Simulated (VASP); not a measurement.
# TaC in VASP: single point with PBE

Aim: the single point of TaC with PBE.

Program: VASP 6.6.1. These are calculated values, not measurements. Logs are shortened: lines on timing, memory, paths and dates and some standing lists are left out, and cuts for length are marked.

### 1 The cell of the first run

The cell holds a slab with vacuum, 22 atoms: a = 4.475 Å, b = 5.481 Å, c = 25.007 Å, α = 90.00°, β = 90.00°, γ = 114.09°.

### 2 Single point, PBE

File INCAR:

```
ALGO = Normal
DIPOL = 0.5 0.5 0.500
EDIFF = 1E-6
ENCUT = 520
GGA = PE
GGA_COMPAT = F
IDIPOL = 3
ISIF = 2
ISMEAR = 0
ISYM = 0
KPAR = 4
LASPH = T
LCHARG = F
LDIPOL = T
LREAL = F
LWAVE = F
NBANDS = 100
NELM = 120
NELMDL = -8
PREC = Accurate
SIGMA = 0.1
```

File KPOINTS:

```
k-points
0
Gamma
  9 7 1
```

File POSCAR:

```
TaC
1.0
    4.4752580276      0.0000000000      0.0000000000
   -2.2376290138      5.0034905833      0.0000000000
    0.0000000000      0.0000000000     25.0069811666
Ta C
11 11
Direct
    0.7000000000      0.4000000000      0.2999162494
    0.4000000000      0.8000000000      0.3399329995
    0.1000000000      0.2000000000      0.3799497496
    0.8000000000      0.6000000000      0.4199664998
    0.5000000000      0.0000000000      0.4599832499
    0.2000000000      0.4000000000      0.5000000000
    0.9000000000      0.8000000000      0.5400167501
    0.6000000000      0.2000000000      0.5800335002
    0.3000000000      0.6000000000      0.6200502504
    0.0000000000      0.0000000000      0.6600670005
    0.7000000000      0.4000000000      0.7000837506
    0.2000000000      0.4000000000      0.2999162494
    0.9000000000      0.8000000000      0.3399329995
    0.6000000000      0.2000000000      0.3799497496
    0.3000000000      0.6000000000      0.4199664998
    0.0000000000      0.0000000000      0.4599832499
    0.7000000000      0.4000000000      0.5000000000
    0.4000000000      0.8000000000      0.5400167501
    0.1000000000      0.2000000000      0.5800335002
    0.8000000000      0.6000000000      0.6200502504
    0.5000000000      0.0000000000      0.6600670005
    0.2000000000      0.4000000000      0.7000837506
```

Potentials or basis: VASP PAW PBE potentials, release 64 (Ta_pv, C).

Command:

```sh
cat potpaw_PBE.64/Ta_pv/POTCAR potpaw_PBE.64/C/POTCAR > POTCAR
mpirun -np 4 vasp_std > vasp.out
```

OUTCAR:

```text
EDIFF = 1E-6
   ENCUT = 520
   GGA = PE
   ISIF = 2
   ISMEAR = 0
   ISYM = 0
   LASPH = T
   LREAL = F
   NELM = 120
   NELMDL = -8
   PREC = Accurate

 ion  position               nearest neighbor table
   1  0.700  0.400  0.300-  14 2.24  13 2.24  12 2.24  12 2.24   3 3.16   3 3.16   2 3.16   2 3.16
                             2 3.16   4 3.16
   2  0.400  0.800  0.340-  12 2.24  14 2.24  13 2.24  13 2.24  15 2.24   1 3.16   1 3.16   3 3.16
                             3 3.16   3 3.16   1 3.16   5 3.16   4 3.16   4 3.16
   3  0.100  0.200  0.380-  12 2.24  13 2.24  14 2.24  14 2.24  15 2.24  16 2.24   1 3.16   1 3.16
                             2 3.16   2 3.16   2 3.16   4 3.16   4 3.16   4 3.16   6 3.16   5 3.16
   4  0.800  0.600  0.420-  17 2.24  16 2.24  15 2.24  15 2.24  14 2.24  13 2.24   7 3.16   6 3.16
                             6 3.16   5 3.16   5 3.16   5 3.16   3 3.16   3 3.16   3 3.16   1 3.16
   5  0.500  0.000  0.460-  18 2.24  17 2.24  15 2.24  16 2.24  16 2.24  14 2.24   8 3.16   7 3.16
                             7 3.16   6 3.16   4 3.16   6 3.16   4 3.16   6 3.16   4 3.16   2 3.16
   6  0.200  0.400  0.500-  19 2.24  15 2.24  18 2.24  16 2.24  17 2.24  17 2.24   4 3.16   8 3.16
                             8 3.16   4 3.16   7 3.16   5 3.16   7 3.16   5 3.16   7 3.16   5 3.16
   7  0.900  0.800  0.540-  16 2.24  17 2.24  19 2.24  18 2.24  18 2.24  20 2.24   4 3.16   5 3.16
                             5 3.16   6 3.16   6 3.16   8 3.16   8 3.16   8 3.16   6 3.16  10 3.16
   8  0.600  0.200  0.580-  17 2.24  18 2.24  19 2.24  19 2.24  20 2.24  21 2.24   5 3.16   6 3.16
                             6 3.16   7 3.16   7 3.16   7 3.16   9 3.16   9 3.16   9 3.16  11 3.16
   9  0.300  0.600  0.620-  22 2.24  21 2.24  20 2.24  20 2.24  19 2.24  18 2.24  11 3.16  11 3.16
                            10 3.16  10 3.16  10 3.16   8 3.16   8 3.16   8 3.16   6 3.16   7 3.16
  10  0.000  0.000  0.660-  20 2.24  22 2.24  21 2.24  21 2.24  19 2.24  11 3.16   9 3.16   9 3.16
                            11 3.16   9 3.16  11 3.16   7 3.16   8 3.16   8 3.16
  11  0.700  0.400  0.700-  20 2.24  21 2.24  22 2.24  22 2.24   9 3.16   9 3.16  10 3.16  10 3.16
                            10 3.16   8 3.16
  12  0.200  0.400  0.300-   3 2.24   2 2.24   1 2.24   1 2.24
  13  0.900  0.800  0.340-   1 2.24   3 2.24   2 2.24   2 2.24   4 2.24
  14  0.600  0.200  0.380-   1 2.24   2 2.24   3 2.24   3 2.24   4 2.24   5 2.24
  15  0.300  0.600  0.420-   6 2.24   5 2.24   4 2.24   4 2.24   3 2.24   2 2.24
  16  0.000  0.000  0.460-   7 2.24   6 2.24   4 2.24   5 2.24   5 2.24   3 2.24
  17  0.700  0.400  0.500-   8 2.24   4 2.24   7 2.24   5 2.24   6 2.24   6 2.24
  18  0.400  0.800  0.540-   5 2.24   6 2.24   8 2.24   7 2.24   7 2.24   9 2.24
  19  0.100  0.200  0.580-   6 2.24   7 2.24   8 2.24   8 2.24   9 2.24  10 2.24
  20  0.800  0.600  0.620-  11 2.24  10 2.24   9 2.24   9 2.24   8 2.24   7 2.24
  21  0.500  0.000  0.660-   9 2.24  11 2.24  10 2.24  10 2.24   8 2.24
  22  0.200  0.400  0.700-   9 2.24  10 2.24  11 2.24  11 2.24

IMPORTANT INFORMATION: All symmetrisations will be switched off!
NOSYMM: (Re-)initialisation of all symmetry stuff for point group C_1.

----------------------------------------------------------------------------------------

                                     Primitive cell

  volume of cell :     559.9541

  direct lattice vectors                    reciprocal lattice vectors
     4.475258028  0.000000000  0.000000000     0.223450803  0.099930237  0.000000000
    -2.237629014  5.003490583  0.000000000     0.000000000  0.199860474  0.000000000
     0.000000000  0.000000000 25.006981167     0.000000000  0.000000000  0.039988833

  length of vectors
     4.475258028  5.481049317 25.006981167     0.244778091  0.199860474  0.039988833

  position of ions in fractional coordinates (direct lattice)
     0.700000000  0.400000000  0.299916249
     0.400000000  0.800000000  0.339933000
     0.100000000  0.200000000  0.379949750
     0.800000000  0.600000000  0.419966500
     0.500000000  0.000000000  0.459983250
     0.200000000  0.400000000  0.500000000
[... 14 lines left out ...]
     0.500000000  0.000000000  0.660067000
     0.200000000  0.400000000  0.700083751

  ion indices of the primitive-cell ions
   primitive index   ion index
                 1           1
                 2           2
                 3           3
                 4           4
                 5           5
                 6           6
[... 14 lines left out ...]
                21          21
                22          22

----------------------------------------------------------------------------------------

 KPOINTS: k-points

Automatic generation of k-mesh.
 Grid dimensions read from file:
 generate k-points for:    9    7    1

 Generating k-lattice:

[... 34 lines left out ...]
 ===========================================

 Found     32 irreducible k-points:

 Following reciprocal coordinates:
            Coordinates               Weight
  0.000000  0.000000  0.000000      1.000000
  0.111111  0.000000  0.000000      2.000000
  0.222222 -0.000000  0.000000      2.000000
  0.333333  0.000000  0.000000      2.000000
  0.444444 -0.000000  0.000000      2.000000
  0.000000  0.142857  0.000000      2.000000
[... 16 lines left out ...]
 -0.111111  0.285714  0.000000      2.000000
  0.000000  0.428571  0.000000      2.000000
 [... further k-points ...]
   k-points           NKPTS =     32   k-points in BZ     NKDIM =     32   number of bands    NBANDS=    100
   number of dos      NEDOS =    301   number of ions     NIONS =     22
   total plane-waves  NPLWV = 290304
   dimension x,y,z NGX =    36 NGY =   42 NGZ =  192
   dimension x,y,z NGXF=    72 NGYF=   84 NGZF=  384
   ions per type =              11  11
   NGX,Y,Z   is equivalent  to a cutoff of  13.37, 12.74, 12.76 a.u.
   NGXF,Y,Z  is equivalent  to a cutoff of  26.75, 25.48, 25.53 a.u.
 SYSTEM =  unknown system
   PREC   = accura    normal or accurate (medium, high low for compatibility)
   ISTART =      0    job   : 0-new  1-cont  2-samecut
   ICHARG =      2    charge: 1-file 2-atom 10-const
   ISPIN  =      1    spin polarized calculation?
   LNONCOLLINEAR =      F non collinear calculations
   LSORBIT =      F    spin-orbit coupling
   LASPH  =      T    aspherical Exc in radial PAW
   ENCUT  =  520.0 eV  38.22 Ry    6.18 a.u.   8.32 10.19 46.50*2*pi/ulx,y,z
   NELM   =    120;   NELMIN=  2; NELMDL= -8     # of ELM steps
   EDIFF  = 0.1E-05   stopping-criterion for ELM
   LREAL  =      F    real-space projection
   EDIFFG = 0.1E-04   stopping-criterion for IOM
   NSW    =      0    number of steps for IOM
   IBRION =     -1    ionic relax: 0-MD 1-quasi-New 2-CG
   NFREE  =      0    steps in history (QN), initial steepest desc. (CG)
   ISIF   =      2    stress and relaxation
   ISYM   =      0    0-nonsym 1-usesym 2-fastsym
   POTIM  = 0.5000    time-step for ionic-motion
   TEBEG  =    0.0;   TEEND  =   0.0 temperature during run
   PSTRESS=    0.0 pullay stress
   NELECT =     165.0000    total number of electrons
   NUPDOWN=      -1.0000    fix difference up-down
   EMIN   =  10.00;   EMAX   =-10.00  energy-range for DOS
   EFERMI =   0.00;   METHOD = LEGACY
   ISMEAR =     0;   SIGMA  =   0.10  broadening in eV -4-tet -1-fermi 0-gaus
   EFERMI_NEDOS =   21; number of points for ismear=-14 and -15
   IALGO  =     38    algorithm
   IMIX   =      4    mixing-type and parameters
     AMIX     =   0.40;   BMIX     =  1.00
     AMIX_MAG =   1.60;   BMIX_MAG =  1.00
  volume/ion in A,a.u.               =      25.45       171.76
  Fermi-wavevector in a.u.,A,eV,Ry     =   1.089395  2.058658 16.147139  1.186781
  Thomas-Fermi vector in A             =   2.225597
   LORBIT       =      0    0 simple, 1 ext, 2 COOP (PROOUT), +10 PAW based schemes
   GGA     = PE    functional components
   LHFCALC =     F    Hartree Fock is set to
   AEXX    =    0.0000 exact exchange contribution
   IVDW    =     0    specifies the selected vdW correction
   LEPSILON=     F    determine dielectric tensor
   LRPA    =     F    only Hartree local field effects (RPA)
 non-spin polarized calculation
 Gauss-broadening in eV      SIGMA  =   0.10
  energy-cutoff  :      520.00
  volume of cell :      559.95
 maximum number of plane-waves:     15125
 NGX is ok and might be reduce to    36
   NGX = 17   NGY = 21   NGZ = 93

 dipolmoment           0.000000      0.000000     -0.000063 electrons x Angstroem

 number of electron     165.0000005 magnetization

 dipolmoment           0.000000      0.000000      0.000019 electrons x Angstroem

 Free energy of the ion-electron system (eV)
  ---------------------------------------------------
  ext. energy  EPLUGINS =         0.00000000
  ---------------------------------------------------
  free energy    TOTEN  =      -235.60273297 eV

  energy without entropy =     -235.54638391  energy(sigma->0) =     -235.57455844

 E-fermi :   1.5382     XC(G=0):  -6.7107

 val. band max:        1.5370231773   @ k =   0.1111   0.4286   0.0000
 cond. band min:       1.5429241518   @ k =  -0.2222   0.1429   0.0000
 fundamental gap:      0.0059009745
 Fermi energy:         1.5382387395

 k-point     1 :       0.0000    0.0000    0.0000
  band No.  band energies     occupation
      1     -34.1406      2.00000
      2     -34.1012      2.00000
      3     -34.0861      2.00000
      4     -34.0263      2.00000
      5     -34.0047      2.00000
      6     -33.9982      2.00000
[... 2317 lines left out ...]
     93       2.8228      0.00000
     94       3.0912      0.00000

 [... further k-points ...]

 [bands above 94 left out]

------------------------ aborting loop because EDIFF is reached ----------------------------------------

 vacuum level on the upper side and lower side of the slab       (xc-potential included)        -0.148        -0.145

  FORCE on cell =-STRESS in cart. coord.  units (eV):
  Direction    XX          YY          ZZ          XY          YZ          ZX
  --------------------------------------------------------------------------------------
  -------------------------------------------------------------------------------------
  Total      -17.8489730    -11.7724441    -12.4536327      0.1376663     -1.6895732      0.0969106
  in kB      -51.0706496    -33.6840873    -35.6331488      0.3938998     -4.8343175      0.2772869
  external PRESSURE =     -40.1292952 kB  Pullay stress =       0.0000000 kB

 VOLUME and BASIS-vectors are now :
 -----------------------------------------------------------------------------
  energy-cutoff  :      520.00
  volume of cell :      559.95
      direct lattice vectors                 reciprocal lattice vectors
     4.475258028  0.000000000  0.000000000     0.223450803  0.099930237  0.000000000
    -2.237629014  5.003490583  0.000000000     0.000000000  0.199860474  0.000000000
     0.000000000  0.000000000 25.006981167     0.000000000  0.000000000  0.039988833

 POSITION                                       TOTAL-FORCE (eV/Angst)
 -----------------------------------------------------------------------------------
      2.23763      2.00140      7.50000        -0.008669      1.342431      3.916390
      0.00000      4.00279      8.50070        -0.011475     -1.054723      1.324799
      0.00000      1.00070      9.50140         0.007816     -0.850482     -0.934599
      2.23763      3.00209     10.50209         0.002336     -0.263915     -0.156009
      2.23763      0.00000     11.50279        -0.003451      0.372794     -0.218804
      0.00000      2.00140     12.50349         0.000102     -0.000090      0.000017
[... 14 lines left out ...]
      2.23763      0.00000     16.50628        -0.008287      1.284246      1.178584
      0.00000      2.00140     17.50698         0.003012     -0.708100      1.135657
 -----------------------------------------------------------------------------------
    total drift:                               -0.000039     -0.000459     -0.000107

  FREE ENERGIE OF THE ION-ELECTRON SYSTEM (eV)
  ---------------------------------------------------
  free  energy   TOTEN  =      -235.6027329652 eV

  energy  without entropy=     -235.5463839131  energy(sigma->0) =     -235.57455844

 vacuum level on the upper side and lower side of the slab         5.083         5.088
```

It took 23 min on 4 MPI ranks of Intel Xeon Platinum 8488C (Sapphire Rapids), shared host; peak memory 1.4 GiB.

What came out:

- Free energy: -235.6027 eV
- Largest force: 4.140 eV/Å
- Band gap on the k mesh: zero (an odd number of electrons rules out a gap without spin polarisation)

Forces in eV/Å, atoms in the order of the input:
```
Ta  -0.009  1.342  3.916
Ta  -0.011 -1.055  1.325
Ta   0.008 -0.850 -0.935
Ta   0.002 -0.264 -0.156
Ta  -0.003  0.373 -0.219
Ta   0.000  0.000  0.000
Ta   0.003 -0.373  0.219
Ta  -0.002  0.264  0.156
Ta  -0.008  0.850  0.935
Ta   0.011  1.055 -1.325
Ta   0.009 -1.343 -3.916
C   -0.003  0.708 -1.136
C    0.008 -1.284 -1.179
C    0.000  0.605 -1.153
C   -0.002  0.435 -0.785
C    0.002 -0.031  0.041
C    0.000  0.000  0.000
C   -0.002  0.031 -0.041
C    0.002 -0.434  0.785
C    0.000 -0.605  1.153
C   -0.008  1.284  1.179
C    0.003 -0.708  1.136
```

Levels at points of the mesh, in eV from the Fermi level:
| k point | band 79 | band 80 | band 81 | band 82 | band 83 | band 84 | band 85 | band 86 | band 87 | band 88 |
| --- | --- | --- | --- | --- | --- | --- | --- | --- | --- | --- |
| (0.00, 0.00, 0.00) | -0.88 | -0.79 | -0.76 | -0.48 | -0.37 | -0.01 | 0.35 | 0.42 | 0.62 | 0.68 |

Caveat: spin-orbit coupling is left out, which moves the levels of the heavy elements.
